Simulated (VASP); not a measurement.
Wanted: the native input for a VASP 6.6.1 run.

```yaml
Task: single point
Functional: r2SCAN
Dispersion: rVV10
Potentials_or_basis: VASP PAW PBE potentials, release 64 (Ru_pv)
Cutoff: 440 eV
k_mesh: 18 × 18 × 1
Occupations: methfessel-paxton, width 0.1 eV
Spin: no spin polarisation
Dipole_correction: yes
Further_INCAR_settings: ALGO = Normal; EDIFF = 1e-06; NBANDS = 36
```

The system is Ru, a slab with vacuum.

```xyz
4
Lattice="2.6959 0.0000 0.0000 -1.3479 2.3347 0.0000 0.0000 0.0000 27.4335" Properties=species:S:1:pos:R:3 pbc="T T T"
Ru    0.0000    1.5565    6.0000
Ru    1.3479    0.7782    8.0526
Ru    0.0000    1.5565   10.1817
Ru    1.3479    0.7782   12.3024
```

The input as run:

POSCAR

```
Ru
1.0
    2.6958972194      0.0000000000      0.0000000000
   -1.3479486097      2.3347154780      0.0000000000
    0.0000000000      0.0000000000     27.4335020978
Ru
4
Direct
    0.3333333333      0.6666666667      0.2187106837
    0.6666666667      0.3333333333      0.2935330461
    0.3333333333      0.6666666667      0.3711396841
    0.6666666667      0.3333333333      0.4484431072
```

INCAR.step1

```
SYSTEM = Ru
PREC     = Accurate       ! precision mode
ENCUT    = 440            ! plane-wave cutoff, eV
ISMEAR   = 1              ! smearing method
SIGMA    = 0.1            ! smearing width, eV
LREAL    = .FALSE.        ! projectors in reciprocal space
LASPH    = .TRUE.         ! aspherical terms in the spheres
NELM     = 120            ! most SCF steps
LDIPOL   = .TRUE.       
IDIPOL   = 3            
DIPOL    = 0.5 0.5 0.333
NBANDS   = 36             ! bands
GGA      = PE             ! functional
ALGO     = Normal         ! electronic algorithm
EDIFF    = 1E-5           ! SCF threshold, eV
LWAVE    = .TRUE.         ! write WAVECAR
LCHARG   = .FALSE.        ! write CHGCAR
GGA_COMPAT= .FALSE.      
NELMDL   = -8
```

INCAR.step2

```
SYSTEM = Ru
PREC     = Accurate       ! precision mode
ENCUT    = 440            ! plane-wave cutoff, eV
EDIFF    = 1E-6           ! SCF threshold, eV
ISMEAR   = 1              ! smearing method
SIGMA    = 0.1            ! smearing width, eV
LREAL    = .FALSE.        ! projectors in reciprocal space
LASPH    = .TRUE.         ! aspherical terms in the spheres
NELM     = 120            ! most SCF steps
ALGO     = Normal         ! electronic algorithm
ISIF     = 2              ! what is computed and relaxed
LWAVE    = .FALSE.        ! write WAVECAR
LCHARG   = .TRUE.         ! write CHGCAR
LDIPOL   = .TRUE.       
IDIPOL   = 3            
DIPOL    = 0.5 0.5 0.333
METAGGA  = R2SCAN         ! meta-GGA
LMIXTAU  = .TRUE.       
LUSE_VDW = .TRUE.       
IVDW_NL  = 2            
BPARAM   = 11.95        
CPARAM   = 0.0093       
LELF     = .TRUE.         ! ELF
LVHAR    = .TRUE.       
LVACPOTAV= .TRUE.       
NBANDS   = 36             ! bands
ISTART   = 1            
GGA_COMPAT= .FALSE.
```

KPOINTS

```
regular mesh
0
G
  18 18 1
  0 0 0
```

Potentials or basis: VASP PAW PBE potentials, release 64 (Ru_pv).

Run with:

```sh
$ cat potpaw_PBE.64/Ru_pv/POTCAR > POTCAR
$ cp INCAR.step1 INCAR
$ mpirun -np 1 vasp_std > vasp.out
$ cp INCAR.step2 INCAR
$ mpirun -np 1 vasp_std > vasp.out
```

It gave:

The largest force is 0.530 eV/Å and the band gap on the k mesh is zero (bands 28 and 29 overlap by 2.56 eV).

Caveat: the PAW data sets were made with another functional, which shifts forces and pressure a little.

Run time: 25 min on 1 thread of Oxide Virtual Turin-like Processor, with other jobs on the host, peak memory 0.52 GiB.
